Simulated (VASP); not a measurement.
Runs of VASP 6.6.1 on MnCo. The structure is that of space group Pm-3m (No. 221), or close to it. The cells are those of the table. 

```tsv
cell	gap on the mesh (eV)	pressure (GPa)	moment (μB)
a = 2.854 Å, angles 90.6°, 2 atoms	none	-17.5	3.99
a = 2.854 Å, 2 atoms	none	-17.6	3.99
a = 2.854 Å, angles 91.1°, 2 atoms	none	(a)	3.99
a = 2.854 Å, angles 91.7°, 2 atoms	none	-17.1	3.99
```

Alike in all rows: task single point; level LDA; potentials or basis VASP PAW LDA potentials, release 64 (Mn_pv, Co); spin collinear, ferromagnetic start; k mesh 12 × 12 × 12; cutoff (eV) 600; smearing fermi-dirac 0.05 eV.

Question: Fill in the values left out.

Answer: (a) -17.4.

Caveats: the cell stands under tension.

A gap of «none» marks levels without a gap at the run's occupations.
